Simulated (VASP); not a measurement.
# Si2P3 (C2/m) in VASP: notebook

Runs on Si2P3. Level: PBE. Tasks: single point.

Program: VASP 6.6.1. These are calculated values, not measurements. Logs are shortened: lines on timing, memory, paths and dates and some standing lists are left out, and cuts for length are marked.

## 1. The cell of the first run

The structure is monoclinic, space group C2/m (No. 12). The conventional cell has a = 5.319 Å, b = 5.175 Å, c = 5.491 Å, α = 90.00°, β = 104.25°, γ = 90.00°. Si (site symmetry m) has 11 P at 2.46 to 3.80 Å and 9 Si at 3.35 to 3.71 Å within 3.8 Å. P (site symmetry m) has 1 P at 1.47 Å within 2.0 Å. Within 2.0 Å of P (site symmetry 2/m) lie 2 P at 1.47 Å.

The cell was generated, and may not be a known phase.

## 2. Single point, PBE

INCAR

```
PREC     = Accurate       # precision mode
ENCUT    = 520            # plane-wave cutoff, eV
EDIFF    = 1E-6           # SCF threshold, eV
ISMEAR   = 0              # smearing method
SIGMA    = 0.1            # smearing width, eV
LREAL    = F              # projectors in reciprocal space
LASPH    = T              # aspherical terms in the spheres
NELM     = 80             # most SCF steps
ALGO     = Normal         # electronic algorithm
ISIF     = 2              # what is computed and relaxed
LWAVE    = F              # write WAVECAR
LCHARG   = F              # write CHGCAR
GGA      = PE             # functional
NBANDS   = 20             # bands
```

KPOINTS

```
Automatic mesh
0
Gamma
  6 6 4
```

POSCAR

```
Si2P3
1.0
    2.6597103000     -2.5875881400      0.0000000000
    2.6597103000      2.5875881400      0.0000000000
   -1.3511333000      0.0000000000      5.3219271700
Si P
2 3
Direct
    0.1912999900      0.1912999900      0.7989000000
    0.8087000100      0.8087000100      0.2011000000
    0.7010999800      0.7010999800      0.7384999900
    0.2989000200      0.2989000200      0.2615000100
    0.5000000000      0.5000000000      0.5000000000
```

Potentials or basis: VASP PAW PBE potentials, release 64 (Si, P).

Command:

```bash
$ cat potpaw_PBE.64/Si/POTCAR potpaw_PBE.64/P/POTCAR > POTCAR
$ mpirun -np 1 vasp_std > vasp.out
```

OUTCAR:

```text
PREC = Accurate
   ENCUT = 520
   EDIFF = 1E-6
   ISMEAR = 0
   LREAL = F
   LASPH = T
   NELM = 80
   ISIF = 2
   GGA = PE

 ion  position               nearest neighbor table
   1  0.191  0.191  0.799-   4 2.46   3 2.55   5 2.59   3 2.61   3 2.61   3 2.81
   2  0.809  0.809  0.201-   3 2.46   4 2.55   5 2.59   4 2.61   4 2.61   4 2.81
   3  0.701  0.701  0.738-   5 1.47   2 2.46   1 2.55   1 2.61   1 2.61   1 2.81   4 2.95
   4  0.299  0.299  0.262-   5 1.47   1 2.46   2 2.55   2 2.61   2 2.61   2 2.81   3 2.95
   5  0.500  0.500  0.500-   3 1.47   4 1.47   1 2.59   2 2.59

 -----------------------------------------------------------------------------
|                                                                             |
|           W    W    AA    RRRRR   N    N  II  N    N   GGGG   !!!           |
|           W    W   A  A   R    R  NN   N  II  NN   N  G    G  !!!           |
|           W    W  A    A  R    R  N N  N  II  N N  N  G       !!!           |
|           W WW W  AAAAAA  RRRRR   N  N N  II  N  N N  G  GGG   !            |
|           WW  WW  A    A  R   R   N   NN  II  N   NN  G    G                |
|           W    W  A    A  R    R  N    N  II  N    N   GGGG   !!!           |
|                                                                             |
|     The distance between some ions is very small. Please check the          |
|     nearest-neighbor list in the OUTCAR file.                               |
|     I HOPE YOU KNOW WHAT YOU ARE DOING!                                     |
|                                                                             |
 -----------------------------------------------------------------------------

  LATTYP: Found a base centered monoclinic cell.
 ALAT       =     5.3194206000
 B/A-ratio  =     0.9728834528
 C/A-ratio  =     1.0322105836
 COS(beta)  =    -0.2460739039

  Lattice vectors:

 A1 = (   2.6597103000,  -2.5875881400,   0.0000000000)
 A2 = (   2.6597103000,   2.5875881400,   0.0000000000)
 A3 = (  -1.3511333000,   0.0000000000,   5.3219271700)

Analysis of symmetry for initial positions (statically):
=====================================================================
 Subroutine PRICEL returns:
 Original cell was already a primitive cell.

 Routine SETGRP: Setting up the symmetry group for a
 base centered monoclinic supercell.

 Subroutine GETGRP returns: Found  4 space group operations
 (whereof  4 operations were pure point group operations)
 out of a pool of  4 trial point group operations.

The static configuration has the point symmetry C_2h.

Analysis of symmetry for dynamics (positions and initial velocities):
[... 125 lines left out ...]
   POTIM  = 0.5000    time-step for ionic-motion
   TEBEG  =    0.0;   TEEND  =   0.0 temperature during run
   PSTRESS=    0.0 pullay stress
   NELECT =      23.0000    total number of electrons
   NUPDOWN=      -1.0000    fix difference up-down
   EMIN   =  10.00;   EMAX   =-10.00  energy-range for DOS
   EFERMI =   0.00;   METHOD = LEGACY
   ISMEAR =     0;   SIGMA  =   0.10  broadening in eV -4-tet -1-fermi 0-gaus
   EFERMI_NEDOS =   21; number of points for ismear=-14 and -15
   IALGO  =     38    algorithm
   IMIX   =      4    mixing-type and parameters
     AMIX     =   0.40;   BMIX     =  1.00
     AMIX_MAG =   1.60;   BMIX_MAG =  1.00
  volume/ion in A,a.u.               =      14.65        98.87
  Fermi-wavevector in a.u.,A,eV,Ry     =   1.112691  2.102681 16.845123  1.238082
  Thomas-Fermi vector in A             =   2.249268
   LORBIT       =      0    0 simple, 1 ext, 2 COOP (PROOUT), +10 PAW based schemes
   GGA     = PE    functional components
   LHFCALC =     F    Hartree Fock is set to
   AEXX    =    0.0000 exact exchange contribution
   IVDW    =     0    specifies the selected vdW correction
   LEPSILON=     F    determine dielectric tensor
   LRPA    =     F    only Hartree local field effects (RPA)
 non-spin polarized calculation
 Gauss-broadening in eV      SIGMA  =   0.10
  energy-cutoff  :      520.00
  volume of cell :       73.25
 maximum number of plane-waves:      1991
   NGX = 13   NGY = 13   NGZ = 21

 number of electron      23.0000000 magnetization

 Free energy of the ion-electron system (eV)
  ---------------------------------------------------
  ext. energy  EPLUGINS =         0.00000000
  ---------------------------------------------------
  free energy    TOTEN  =        -5.66448930 eV

  energy without entropy =       -5.65285813  energy(sigma->0) =       -5.65867372

 E-fermi :   9.6976     XC(G=0): -10.9333

 val. band max:        9.6819614120   @ k =   0.1667  -0.0000   0.5000
 cond. band min:       9.7243031765   @ k =   0.5000   0.3333   0.5000
 fundamental gap:      0.0423417645
 Fermi energy:         9.6976170768

 k-point     1 :       0.0000    0.0000    0.0000
  band No.  band energies     occupation
      1      -8.5037      2.00000
      2      -4.2038      2.00000
      3      -1.4496      2.00000
      4       2.0686      2.00000
      5       3.5638      2.00000
      6       4.0935      2.00000
[... 541 lines left out ...]
     19      15.0642      0.00000
     20      15.8963      0.00000

 [... further k-points ...]

------------------------ aborting loop because EDIFF is reached ----------------------------------------

  FORCE on cell =-STRESS in cart. coord.  units (eV):
  Direction    XX          YY          ZZ          XY          YZ          ZX
  --------------------------------------------------------------------------------------
  -------------------------------------------------------------------------------------
  Total       36.8994208      1.1130617    101.0586389      0.0000000      0.0000000     56.7011774
  in kB      807.0523790     24.3445299   2210.3223608      0.0000000      0.0000000   1240.1500920
  external PRESSURE =    1013.9064232 kB  Pullay stress =       0.0000000 kB

 VOLUME and BASIS-vectors are now :
 -----------------------------------------------------------------------------
  energy-cutoff  :      520.00
  volume of cell :       73.25
      direct lattice vectors                 reciprocal lattice vectors
     2.659710300 -2.587588140  0.000000000     0.187990399 -0.193230133  0.047727088
     2.659710300  2.587588140  0.000000000     0.187990399  0.193230133  0.047727088
    -1.351133300  0.000000000  5.321927170     0.000000000  0.000000000  0.187901857

 POSITION                                       TOTAL-FORCE (eV/Angst)
 -----------------------------------------------------------------------------------
     -0.06182      0.00000      4.25169        -0.202547      0.000000     -0.037786
      4.03010      0.00000      1.07024         0.202547      0.000000      0.037786
      2.73163      0.00000      3.93024        23.516675      0.000000     39.422916
      1.23665      0.00000      1.39168       -23.516675      0.000000    -39.422916
      1.98414      0.00000      2.66096        -0.000000      0.000000      0.000000
 -----------------------------------------------------------------------------------
    total drift:                                0.000000      0.000000      0.000000

  FREE ENERGIE OF THE ION-ELECTRON SYSTEM (eV)
  ---------------------------------------------------
  free  energy   TOTEN  =        -5.6644893006 eV

  energy  without entropy=       -5.6528581344  energy(sigma->0) =       -5.65867372
```

Wall time 88 s (1 thread of Oxide Virtual Turin-like, shared host); peak memory 0.16 GiB.

What came out:

```yaml
Free_energy: -5.6645 eV
Pressure: 101.4 GPa
Largest_force: 45.904 eV/Å
Band_gap_on_the_k_mesh: zero (an odd number of electrons rules out a gap without spin polarisation)
```

Forces on the atoms (eV/Å):
```
Si   -0.203   0.000  -0.038
Si    0.203   0.000   0.038
P    23.517   0.000  39.423
P   -23.517   0.000 -39.423
P     0.000   0.000   0.000
```

Stress tensor (GPa, compression positive):
```
 80.71   0.00 124.02
  0.00   2.43   0.00
124.02   0.00 221.03
```

Levels at points of the mesh, in eV from the Fermi level:
| k point | band 8 | band 9 | band 10 | band 11 | band 12 | band 13 | band 14 | band 15 | band 16 | band 17 |
| --- | --- | --- | --- | --- | --- | --- | --- | --- | --- | --- |
| (0.00, 0.00, 0.00) | -5.02 | -4.40 | -3.45 | 0.26 | 1.32 | 1.83 | 2.48 | 3.00 | 3.16 | 3.47 |
| (0.50, 0.00, 0.00) | -3.78 | -2.23 | -1.15 | -1.09 | -0.49 | 0.61 | 1.01 | 1.51 | 2.97 | 4.29 |
| (0.50, 0.50, 0.00) | -5.96 | -5.39 | -4.77 | -2.51 | -0.56 | 2.93 | 3.22 | 4.19 | 5.39 | 5.41 |
| (0.00, 0.00, 0.50) | -4.12 | -3.25 | -2.39 | -1.21 | 0.43 | 0.50 | 0.63 | 3.36 | 3.44 | 3.81 |
| (0.50, 0.00, 0.50) | -3.78 | -3.34 | -1.10 | -0.45 | -0.38 | 0.07 | 0.36 | 1.09 | 1.34 | 3.71 |
| (0.50, 0.50, 0.50) | -6.98 | -3.65 | -3.09 | -1.92 | 0.34 | 1.27 | 1.91 | 2.92 | 4.81 | 5.13 |

Caveat: atoms lie so close that the PAW spheres overlap strongly, which falsifies energies and pressures; the stress differs along the axes, from 2 to 221 GPa; forces of over 1 eV/Å act on the atoms, so gaps and moduli don't describe the material at rest.

## 3. Single point, PBE

This run uses another cell than the first one, of 16.11 Å³/atom.

INCAR

```
  ALGO = Normal
  EDIFF = 1E-6
  ENCUT = 520
  GGA = PE
  ISIF = 2
  ISMEAR = 0
  LASPH = True
  LCHARG = False
  LREAL = False
  LWAVE = False
  NBANDS = 20
  NELM = 60
  PREC = Accurate
  SIGMA = 0.1
```

KPOINTS

```
k-points
0
Gamma
  6 6 4
```

POSCAR

```
Si2P3
1.0
    2.6005094282     -2.4520410346      0.3047354678
    2.6005094282      2.4520410346      0.3047354678
   -0.7113011216      0.0000000000      6.2327044427
Si P
2 3
Direct
    0.2050258961      0.2050258961      0.7938658140
    0.7949741039      0.7949741039      0.2061341860
    0.7665428262      0.7665428262      0.8154467025
    0.2334571738      0.2334571738      0.1845532975
    0.5000000000      0.5000000000      0.5000000000
```

Potentials or basis: VASP PAW PBE potentials, release 64 (Si, P).

Command:

```bash
$ cat potpaw_PBE.64/Si/POTCAR potpaw_PBE.64/P/POTCAR > POTCAR
$ mpirun -np 1 vasp_std > vasp.out
```

Wall time 73 s (1 thread of Oxide Virtual Turin-like, shared host); peak memory 0.18 GiB.

The run converged. Its results:

```
Free energy            : -25.7377 eV
Pressure               : -0.2 GPa
Largest force          : 0.016 eV/Å
Band gap on the k mesh : zero (an odd number of electrons rules out a gap without spin polarisation)
```

Forces in eV/Å, atoms in the order of the input:
```
Si  -0.014  0.000  0.006
Si   0.014  0.000 -0.006
P   -0.002  0.000 -0.013
P    0.002  0.000  0.013
P    0.000  0.000  0.000
```

Levels at points of the mesh, in eV from the Fermi level:
| k point | band 9 | band 10 | band 11 | band 12 | band 13 | band 14 | band 15 | band 16 |
| --- | --- | --- | --- | --- | --- | --- | --- | --- |
| (0.00, 0.00, 0.00) | -2.19 | -2.18 | -0.89 | -0.84 | 0.18 | 2.84 | 2.85 | 3.74 |
| (0.50, 0.00, 0.00) | -1.49 | -0.82 | -0.40 | 0.44 | 1.25 | 1.52 | 2.23 | 2.90 |
| (0.50, 0.50, 0.00) | -5.09 | -5.00 | -2.09 | -1.97 | 2.90 | 3.25 | 3.28 | 5.45 |
| (0.00, 0.00, 0.50) | -2.56 | -2.02 | -0.66 | 0.71 | 1.22 | 2.37 | 3.00 | 3.14 |
| (0.50, 0.00, 0.50) | -2.47 | -1.31 | -0.91 | 0.57 | 1.04 | 1.11 | 1.28 | 2.00 |
| (0.50, 0.50, 0.50) | -2.72 | -2.55 | -1.67 | -1.60 | -0.34 | 0.87 | 1.72 | 2.94 |

The gap in the log of VASP goes by the Fermi energy; the results here count the filled bands.